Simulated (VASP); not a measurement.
# RbCaH3 (P4/mmm) in VASP: a series of runs, part 2 of 2

VASP 6.6.1.

## Step 4: Single point, LDA

This run uses another cell than the first one, of the same volume but with other edges.

File INCAR:

```
ALGO = Normal
EDIFF = 1E-6
ENCUT = 520
GGA = CA
ISIF = 2
ISMEAR = 0
LASPH = T
LCHARG = F
LREAL = F
LWAVE = F
NBANDS = 19
NELM = 60
PREC = Accurate
SIGMA = 0.05
```

File KPOINTS:

```
k-points
0
Gamma
  6 6 6
```

File POSCAR:

```
RbCaH3
1.0
    4.1662357072      0.0000000000      0.0000000000
    0.0000000000      4.1662357072      0.0000000000
    0.0000000000      0.0000000000      5.4161064194
Rb Ca H
1 1 3
Direct
    0.0000000000      0.0000000000      0.0000000000
    0.5000000000      0.5000000000      0.5000000000
    0.0000000000      0.5000000000      0.5000000000
    0.5000000000      0.0000000000      0.5000000000
    0.5000000000      0.5000000000      0.0000000000
```

Potentials or basis: VASP PAW LDA potentials, release 64 (Rb_sv, Ca_sv, H).

Launch:

```bash
$ cat potpaw_LDA.64/Rb_sv/POTCAR potpaw_LDA.64/Ca_sv/POTCAR potpaw_LDA.64/H/POTCAR > POTCAR
$ mpirun -np 1 vasp_std > vasp.out
```

OUTCAR:

```text
EDIFF = 1E-6
   ENCUT = 520
   GGA = CA
   ISIF = 2
   ISMEAR = 0
   LASPH = T
   LREAL = F
   NELM = 60
   PREC = Accurate

 ion  position               nearest neighbor table
   1  0.000  0.000  0.000-   5 2.95   5 2.95   5 2.95   5 2.95   2 4.00   2 4.00   2 4.00   2 4.00
                             2 4.00   2 4.00   2 4.00   2 4.00
   2  0.500  0.500  0.500-   1 4.00   1 4.00   1 4.00   1 4.00   1 4.00   1 4.00   1 4.00   1 4.00

   3  0.000  0.500  0.500-
   4  0.500  0.000  0.500-
   5  0.500  0.500  0.000-   1 2.95   1 2.95   1 2.95   1 2.95

  LATTYP: Found a simple tetragonal cell.
 ALAT       =     4.1662357072
 C/A-ratio  =     1.3000000000

  Lattice vectors:

 A1 = (   4.1662357072,   0.0000000000,   0.0000000000)
 A2 = (   0.0000000000,   4.1662357072,   0.0000000000)
 A3 = (   0.0000000000,   0.0000000000,   5.4161064194)

Analysis of symmetry for initial positions (statically):
=====================================================================
 Subroutine PRICEL returns:
 Original cell was already a primitive cell.

 Routine SETGRP: Setting up the symmetry group for a
 simple tetragonal supercell.

 Subroutine GETGRP returns: Found 16 space group operations
 (whereof 16 operations were pure point group operations)
 out of a pool of 16 trial point group operations.

The static configuration has the point symmetry D_4h.

Analysis of symmetry for dynamics (positions and initial velocities):
=====================================================================
 Subroutine PRICEL returns:
 Original cell was already a primitive cell.

 Routine SETGRP: Setting up the symmetry group for a
 simple tetragonal supercell.

 Subroutine GETGRP returns: Found 16 space group operations
 (whereof 16 operations were pure point group operations)
 out of a pool of 16 trial point group operations.

The dynamic configuration has the point symmetry D_4h.

 Subroutine INISYM returns: Found 16 space group operations
 (whereof 16 operations are pure point group operations),
 and found     1 'primitive' translations

----------------------------------------------------------------------------------------

                                     Primitive cell

  volume of cell :      94.0102

  direct lattice vectors                    reciprocal lattice vectors
     4.166235707  0.000000000  0.000000000     0.240024826  0.000000000  0.000000000
     0.000000000  4.166235707  0.000000000     0.000000000  0.240024826  0.000000000
     0.000000000  0.000000000  5.416106419     0.000000000  0.000000000  0.184634481

  length of vectors
     4.166235707  4.166235707  5.416106419     0.240024826  0.240024826  0.184634481

  position of ions in fractional coordinates (direct lattice)
     0.000000000  0.000000000  0.000000000
     0.500000000  0.500000000  0.500000000
     0.000000000  0.500000000  0.500000000
     0.500000000  0.000000000  0.500000000
     0.500000000  0.500000000  0.000000000

  ion indices of the primitive-cell ions
   primitive index   ion index
                 1           1
                 2           2
                 3           3
                 4           4
                 5           5

----------------------------------------------------------------------------------------

 KPOINTS: k-points

Automatic generation of k-mesh.
 Grid dimensions read from file:
 generate k-points for:    6    6    6

 Generating k-lattice:

  Cartesian coordinates                     Fractional coordinates (reciprocal lattice)
     0.040004138  0.000000000  0.000000000     0.166666667  0.000000000  0.000000000
     0.000000000  0.040004138  0.000000000     0.000000000  0.166666667  0.000000000
     0.000000000  0.000000000  0.030772414     0.000000000  0.000000000  0.166666667

  Length of vectors
     0.040004138  0.040004138  0.030772414

  Shift w.r.t. Gamma in fractional coordinates (k-lattice)
     0.000000000  0.000000000  0.000000000

 Subroutine IBZKPT returns following result:
 ===========================================

 Found     40 irreducible k-points:

 Following reciprocal coordinates:
            Coordinates               Weight
  0.000000  0.000000  0.000000      1.000000
  0.166667  0.000000  0.000000      4.000000
  0.333333  0.000000  0.000000      4.000000
  0.500000  0.000000  0.000000      2.000000
  0.166667  0.166667  0.000000      4.000000
  0.333333  0.166667  0.000000      8.000000
[... 16 lines left out ...]
  0.333333  0.000000  0.333333      8.000000
  0.500000  0.000000  0.333333      4.000000
 [... further k-points ...]
   k-points           NKPTS =     40   k-points in BZ     NKDIM =     40   number of bands    NBANDS=     19
   number of dos      NEDOS =    301   number of ions     NIONS =      5
   total plane-waves  NPLWV =  40960
   dimension x,y,z NGX =    32 NGY =   32 NGZ =   40
   dimension x,y,z NGXF=    64 NGYF=   64 NGZF=   80
   ions per type =               1   1   3
   NGX,Y,Z   is equivalent  to a cutoff of  12.77, 12.77, 12.28 a.u.
   NGXF,Y,Z  is equivalent  to a cutoff of  25.54, 25.54, 24.56 a.u.
 SYSTEM =  unknown system
   PREC   = accura    normal or accurate (medium, high low for compatibility)
   ISTART =      0    job   : 0-new  1-cont  2-samecut
   ICHARG =      2    charge: 1-file 2-atom 10-const
   ISPIN  =      1    spin polarized calculation?
   LNONCOLLINEAR =      F non collinear calculations
   LSORBIT =      F    spin-orbit coupling
   LASPH  =      T    aspherical Exc in radial PAW
   ENCUT  =  520.0 eV  38.22 Ry    6.18 a.u.   7.75  7.75 10.07*2*pi/ulx,y,z
   NELM   =     60;   NELMIN=  2; NELMDL= -5     # of ELM steps
   EDIFF  = 0.1E-05   stopping-criterion for ELM
   LREAL  =      F    real-space projection
   EDIFFG = 0.1E-04   stopping-criterion for IOM
   NSW    =      0    number of steps for IOM
   IBRION =     -1    ionic relax: 0-MD 1-quasi-New 2-CG
   NFREE  =      0    steps in history (QN), initial steepest desc. (CG)
   ISIF   =      2    stress and relaxation
   ISYM   =      2    0-nonsym 1-usesym 2-fastsym
   POTIM  = 0.5000    time-step for ionic-motion
   TEBEG  =    0.0;   TEEND  =   0.0 temperature during run
   PSTRESS=    0.0 pullay stress
   NELECT =      22.0000    total number of electrons
   NUPDOWN=      -1.0000    fix difference up-down
   EMIN   =  10.00;   EMAX   =-10.00  energy-range for DOS
   EFERMI =   0.00;   METHOD = LEGACY
   ISMEAR =     0;   SIGMA  =   0.05  broadening in eV -4-tet -1-fermi 0-gaus
   EFERMI_NEDOS =   21; number of points for ismear=-14 and -15
   IALGO  =     38    algorithm
   IMIX   =      4    mixing-type and parameters
     AMIX     =   0.40;   BMIX     =  1.00
     AMIX_MAG =   1.60;   BMIX_MAG =  1.00
  volume/ion in A,a.u.               =      18.80       126.88
  Fermi-wavevector in a.u.,A,eV,Ry     =   1.008844  1.906439 13.847556  1.017767
  Thomas-Fermi vector in A             =   2.141736
   LORBIT       =      0    0 simple, 1 ext, 2 COOP (PROOUT), +10 PAW based schemes
   GGA     = CA    functional components
   LHFCALC =     F    Hartree Fock is set to
   AEXX    =    0.0000 exact exchange contribution
   IVDW    =     0    specifies the selected vdW correction
   LEPSILON=     F    determine dielectric tensor
   LRPA    =     F    only Hartree local field effects (RPA)
 non-spin polarized calculation
 Gauss-broadening in eV      SIGMA  =   0.05
  energy-cutoff  :      520.00
  volume of cell :       94.01
 maximum number of plane-waves:      2548
 NGX is ok and might be reduce to    32

 number of electron      22.0000002 magnetization

 Free energy of the ion-electron system (eV)
  ---------------------------------------------------
  ext. energy  EPLUGINS =         0.00000000
  ---------------------------------------------------
  free energy    TOTEN  =       -15.35881541 eV

  energy without entropy =      -15.35881541  energy(sigma->0) =      -15.35881541

 E-fermi :  -0.9594     XC(G=0):  -8.1705

 val. band max:       -1.1656003499   @ k =   0.5000   0.5000   0.0000
 cond. band min:       1.5142980104   @ k =   0.5000   0.0000   0.5000
 fundamental gap:      2.6798983603
 Fermi energy:        -0.9594290393

 k-point     1 :       0.0000    0.0000    0.0000
  band No.  band energies     occupation
      1     -39.3986      2.00000
      2     -26.6436      2.00000
      3     -20.8300      2.00000
      4     -20.6714      2.00000
      5     -20.6714      2.00000
      6     -10.8695      2.00000
[... 505 lines left out ...]
      6     -11.0469      2.00000
[... 11 lines left out ...]
     18       6.3931      0.00000
     19       6.6470      0.00000

 [... further k-points ...]
[... 5 lines left out ...]
  --------------------------------------------------------------------------------------
  -------------------------------------------------------------------------------------
  Total        1.4436740      1.4436740     -3.4554327      0.0000000      0.0000000      0.0000000
  in kB       24.6039504     24.6039504    -58.8895396      0.0000000      0.0000000      0.0000000
  external PRESSURE =      -3.2272129 kB  Pullay stress =       0.0000000 kB

 VOLUME and BASIS-vectors are now :
 -----------------------------------------------------------------------------
  energy-cutoff  :      520.00
  volume of cell :       94.01
      direct lattice vectors                 reciprocal lattice vectors
     4.166235707  0.000000000  0.000000000     0.240024826  0.000000000  0.000000000
     0.000000000  4.166235707  0.000000000     0.000000000  0.240024826  0.000000000
     0.000000000  0.000000000  5.416106419     0.000000000  0.000000000  0.184634481

 POSITION                                       TOTAL-FORCE (eV/Angst)
 -----------------------------------------------------------------------------------
      0.00000      0.00000      0.00000         0.000000      0.000000      0.000000
      2.08312      2.08312      2.70805         0.000000      0.000000      0.000000
      0.00000      2.08312      2.70805         0.000000      0.000000      0.000000
      2.08312      0.00000      2.70805         0.000000      0.000000      0.000000
      2.08312      2.08312      0.00000         0.000000      0.000000      0.000000
 -----------------------------------------------------------------------------------
    total drift:                                0.000000      0.000000     -0.000000

  FREE ENERGIE OF THE ION-ELECTRON SYSTEM (eV)
  ---------------------------------------------------
  free  energy   TOTEN  =       -15.3588154128 eV

  energy  without entropy=      -15.3588154128  energy(sigma->0) =      -15.35881541
```

It took 96 s on 1 thread of Intel Xeon 8259CL, shared host; peak memory 0.21 GiB.

Results:

```yaml
Free_energy: -15.3588 eV
Pressure: -0.3 GPa
Band_gap_on_the_k_mesh: 2.68 eV (least direct gap 2.70 eV)
```

Stress tensor (GPa, compression positive):
```
 2.46  0.00  0.00
 0.00  2.46  0.00
 0.00  0.00 -5.89
```

Levels at points of the mesh, in eV from the valence-band top:
```tsv
k point	band 7	band 8	band 9	band 10	band 11	band 12	band 13	band 14	band 15	band 16
(0.00, 0.00, 0.00)	-9.51	-9.51	-3.10	-0.82	-0.68	4.99	5.60	5.60	6.14	6.37
(0.50, 0.00, 0.00)	-9.67	-9.48	-1.62	-0.74	-0.13	4.49	4.56	4.92	5.45	6.03
(0.50, 0.50, 0.00)	-9.80	-9.62	-0.96	0.00	0.00	2.70	3.87	3.87	6.48	6.55
(0.00, 0.00, 0.50)	-9.51	-9.51	-2.39	-1.27	-0.62	4.74	5.47	5.62	5.72	5.72
(0.50, 0.00, 0.50)	-9.70	-9.48	-1.62	-0.32	-0.07	2.68	4.37	5.13	5.29	6.41
(0.50, 0.50, 0.50)	-9.80	-9.66	-0.57	-0.17	-0.17	3.47	4.20	4.20	4.92	6.48
```

Caveat: the stress differs along the axes, from -6 to 2 GPa. A k mesh can miss the band edges.

## Step 5: Overview

```csv
cell,gap on the mesh (eV),pressure (GPa)
"a = 4.279, b = 4.279, c = 5.135 Å, 5 atoms",2.77,-1.4
"a = 4.940, b = 4.940, c = 3.853 Å, 5 atoms",2.62,-0.4
"a = 4.166, b = 4.166, c = 5.416 Å, 5 atoms",2.68,-0.3
```

Alike in all rows: task single point; level LDA; potentials or basis VASP PAW LDA potentials, release 64 (Rb_sv, Ca_sv, H); no spin polarisation; k mesh 6 × 6 × 6; cutoff (eV) 520; smearing gaussian 0.05 eV.

Caveats: the stress differs along the axes, from -5 to 1 GPa (at least some runs); the stress differs along the axes, from -5 to 8 GPa (at least some runs); the stress differs along the axes, from -6 to 2 GPa (at least some runs).

Total energies depend on the potentials used, so only differences within one code and one set of settings carry meaning.
